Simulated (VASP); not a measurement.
# Pb (P6_3/mmc) in VASP: notebook, part 2 of 2

VASP 6.6.1. The steps go on from the part before.

## (5) Single point, PBE (35.70 Å³/atom)

This run uses another cell than the first one, of 35.70 Å³/atom.

INCAR

```
SYSTEM = Pb
PREC = Accurate
ENCUT = 520
EDIFF = 1E-6
ISMEAR = -1
SIGMA = 0.1
LREAL = .FALSE.
LASPH = .TRUE.
NELM = 100
ALGO = Normal
ISIF = 2
LWAVE = .FALSE.
LCHARG = .FALSE.
GGA = PE
NBANDS = 21
```

KPOINTS

```
Automatic mesh
0
G
  12 12 6
  0 0 0
```

POSCAR

```
Pb
1.0
    3.6910293880      0.0000000000      0.0000000000
   -1.8455146940      3.1965252161      0.0000000000
    0.0000000000      0.0000000000      6.0522966666
Pb
2
Direct
    0.3333333333      0.6666666667      0.2500000000
    0.6666666667      0.3333333333      0.7500000000
```

Run with:

```bash
$ cat potpaw_PBE.64/Pb_d/POTCAR > POTCAR
$ mpirun -np 1 vasp_std > vasp.out
```

Wall time 2.6 min (1 thread of Intel Xeon 8259CL, shared host); peak memory 0.24 GiB.

The run converged. Its results:

- Free energy: -7.0295 eV
- Pressure: -3.5 GPa
- Band gap on the k mesh: zero (bands 14 and 15 overlap by 6.56 eV)

Stress tensor (GPa, compression positive):
```
-3.58  0.00  0.00
 0.00 -3.58  0.00
 0.00  0.00 -3.30
```

Levels at points of the mesh, in eV from the Fermi level:
```csv
k point,band 10,band 11,band 12,band 13,band 14,band 15,band 16,band 17,band 18,band 19
"(0.00, 0.00, 0.00)",-16.85,-10.76,-8.03,-3.46,4.74,4.74,6.16,6.16,6.22,7.82
"(0.50, 0.00, 0.00)",-16.82,-8.09,-7.13,-2.61,-1.28,-0.31,1.64,1.89,4.72,5.74
"(0.00, 0.00, 0.50)",-16.88,-9.78,-9.78,0.47,0.47,5.42,5.42,5.42,5.42,8.65
"(0.50, 0.00, 0.50)",-16.83,-7.54,-7.54,-3.02,-3.02,2.94,2.94,3.00,3.00,6.39
```

Caveat: the cell stands under tension; spin-orbit coupling is left out, which moves the levels of the heavy elements.

## (6) Relaxation of cell and atoms, PBE

This run uses another cell than the first one, of 30.33 Å³/atom.

INCAR

```
  PREC = Accurate
  ENCUT = 600
  EDIFF = 1E-6
  ISMEAR = -1
  SIGMA = 0.1
  LREAL = F
  LASPH = T
  NELM = 100
  ALGO = Normal
  ISIF = 3
  LWAVE = F
  LCHARG = F
  GGA = PE
  IBRION = 2
  NSW = 80
  EDIFFG = -0.01
```

KPOINTS

```
regular mesh
0
Gamma
  10 10 6
```

POSCAR

```
Pb
1.0
    3.5005272341      0.0000000000      0.0000000000
   -1.7502636171      3.0315455114      0.0000000000
    0.0000000000      0.0000000000      5.7163609733
Pb
2
Direct
    0.3333333333      0.6666666667      0.2500000000
    0.6666666667      0.3333333333      0.7500000000
```

Potentials or basis: VASP PAW PBE potentials, release 64 (Pb_d).

Run with:

```bash
$ cat potpaw_PBE.64/Pb_d/POTCAR > POTCAR
$ mpirun -np 1 vasp_std > vasp.out
```

OUTCAR:

```text
PREC = Accurate
   ENCUT = 600
   EDIFF = 1E-6
   ISMEAR = -1
   LREAL = F
   LASPH = T
   NELM = 100
   ISIF = 3
   GGA = PE
   IBRION = 2
   NSW = 80
   EDIFFG = -0.01

 ion  position               nearest neighbor table
   1  0.333  0.667  0.250-   2 3.50   2 3.50   2 3.50   2 3.50   2 3.50   2 3.50
   2  0.667  0.333  0.750-   1 3.50   1 3.50   1 3.50   1 3.50   1 3.50   1 3.50

  LATTYP: Found a hexagonal cell.
 ALAT       =     3.5005272341
 C/A-ratio  =     1.6330000000

  Lattice vectors:

 A1 = (   3.5005272341,   0.0000000000,   0.0000000000)
 A2 = (  -1.7502636171,   3.0315455114,   0.0000000000)
 A3 = (   0.0000000000,   0.0000000000,   5.7163609733)

Analysis of symmetry for initial positions (statically):
=====================================================================
 Subroutine PRICEL returns:
 Original cell was already a primitive cell.

[... 178 lines left out ...]
 fundamental gap:      0.0334349993
 Fermi energy:         7.2499742111

 k-point     1 :       0.0000    0.0000    0.0000
  band No.  band energies     occupation
      1      -9.8338      2.00000
      2      -9.8053      2.00000
      3      -9.7786      2.00000
      4      -9.7786      2.00000
      5      -9.7578      2.00000
      6      -9.7578      2.00000
[... 638 lines left out ...]
--------------------------------------- Ionic step        5  -------------------------------------------

 number of electron      28.0000000 magnetization

 Free energy of the ion-electron system (eV)
  ---------------------------------------------------
  ext. energy  EPLUGINS =         0.00000000
  ---------------------------------------------------
  free energy    TOTEN  =        -7.11440258 eV

  energy without entropy =       -7.06813701  energy(sigma->0) =       -7.09126980

 E-fermi :   6.7121     XC(G=0):  -9.9540

 val. band max:        6.7039534930   @ k =   0.2000   0.1000   0.5000
 cond. band min:       6.7164535785   @ k =   0.3000  -0.0000   0.3333
 fundamental gap:      0.0125000856
 Fermi energy:         6.7121182868

 k-point     1 :       0.0000    0.0000    0.0000
  band No.  band energies     occupation
      1     -10.3240      2.00000
      2     -10.3071      2.00000
      3     -10.2817      2.00000
      4     -10.2817      2.00000
      5     -10.2644      2.00000
      6     -10.2644      2.00000
[... 524 lines left out ...]
  FREE ENERGIE OF THE ION-ELECTRON SYSTEM (eV)
  ---------------------------------------------------
  free  energy   TOTEN  =        -7.1144025844 eV

  energy  without entropy=       -7.0681370095  energy(sigma->0) =       -7.09126980

 reached required accuracy - stopping structural energy minimisation
```

OSZICAR:

```text
N       E                     dE             d eps       ncg     rms          rms(c)
DAV:   1     0.296033808184E+03    0.29603E+03   -0.15854E+04  2016   0.209E+03
DAV:   2     0.135296455760E+02   -0.28250E+03   -0.27882E+03  2020   0.457E+02
[... 35 lines left out ...]
   4 F= -.71143667E+01 E0= -.70911862E+01  d E =-.195876E-01
       N       E                     dE             d eps       ncg     rms          rms(c)
DAV:   1    -0.711515526019E+01   -0.78767E-03   -0.27178E-02  2184   0.261E+00    0.136E-01
DAV:   2    -0.711454352415E+01    0.61174E-03   -0.14557E-03  2260   0.670E-01    0.598E-02
DAV:   3    -0.711440229943E+01    0.14122E-03   -0.48067E-04  2592   0.373E-01    0.130E-02
DAV:   4    -0.711440219987E+01    0.99556E-07   -0.37506E-05  2266   0.820E-02    0.306E-03
DAV:   5    -0.711440258443E+01   -0.38456E-06   -0.30807E-06  1544   0.225E-02
   5 F= -.71144026E+01 E0= -.70912698E+01  d E =-.358972E-04
```

CONTCAR:

```text
Pb
   1.00000000000000
     3.5538637914088218   -0.0000000000008772   -0.0000000000000000
    -1.7769318957559324    3.0777363249816574    0.0000000000000000
     0.0000000000000000    0.0000000000000000    5.8230767866569018
  Pb
     2
Direct
     0.3333333332999970    0.6666666667000030    0.2500000000000000
     0.6666666667000030    0.3333333332999970    0.7500000000000000

  0.00000000E+00  0.00000000E+00  0.00000000E+00
  0.00000000E+00  0.00000000E+00  0.00000000E+00
```

Run time: 6.1 min. Hardware: 1 thread of Intel Xeon 8259CL, shared host; peak memory 0.23 GiB.

Results:

- Free energy: -7.1144 eV
- Relaxed volume: 31.85 Å³/atom
- Relaxed cell: a = 3.554 Å, b = 3.554 Å, c = 5.823 Å, α = 90.00°, β = 90.00°, γ = 120.00°
- Space group after relaxing (to 0.1 Å): P6_3/mmc (No. 194)
- Energy gained by relaxing: 9.8 meV/atom
- Ionic steps: 5
- Pressure after relaxing: 0.0 GPa
- Band gap on the k mesh: zero (bands 14 and 15 overlap by 6.81 eV)

Step by step:
```csv
step,energy change (eV),largest force (eV/Å),pressure (GPa),volume (Å³)
1,0.0000,0.0000,2.14,60.66
2,-0.0190,0.0000,-0.34,64.28
3,-0.0196,0.0000,0.01,63.71
4,-0.0196,0.0000,-0.05,63.77
5,-0.0196,0.0000,0.00,63.69
```

Final structure:
```xyz
2
Lattice="3.5539 0.0000 0.0000 -1.7769 3.0777 0.0000 0.0000 0.0000 5.8231" Properties=species:S:1:pos:R:3 pbc="T T T"
Pb    0.0000    2.0518    1.4558
Pb    1.7769    1.0259    4.3673
```

Caveat: spin-orbit coupling is left out, which moves the levels of the heavy elements.

## (7) Overview

```csv
task,cell,k mesh,cutoff (eV),gap on the mesh (eV),pressure (GPa)
single point,"a = 3.554, b = 3.554, c = 5.828 Å, angles 90.0, 90.0, 120.0°, 2 atoms",12 × 12 × 6,520,none,-0.1
single point,"a = 3.601, b = 3.601, c = 5.905 Å, angles 90.0, 90.0, 120.0°, 2 atoms",12 × 12 × 6,520,none,-1.5
single point,"a = 3.647, b = 3.647, c = 5.979 Å, angles 90.0, 90.0, 120.0°, 2 atoms",12 × 12 × 6,520,none,-2.6
single point,"a = 3.691, b = 3.691, c = 6.052 Å, angles 90.0, 90.0, 120.0°, 2 atoms",12 × 12 × 6,520,none,-3.5
relaxation of cell and atoms,"relaxed from a = 3.501, b = 3.501, c = 5.716 Å, angles 90.0, 90.0, 120.0°, 2 atoms",10 × 10 × 6,600,none,0.0
```

Alike in all rows: level PBE; potentials or basis VASP PAW PBE potentials, release 64 (Pb_d); no spin polarisation; smearing fermi-dirac 0.1 eV.

Caveats: spin-orbit coupling is left out, which moves the levels of the heavy elements; the cell stands under tension (at least some runs).

Total energies depend on the potentials used, so only differences within one code and one set of settings carry meaning.

The gap in the log of VASP goes by the Fermi energy; the results here count the filled bands.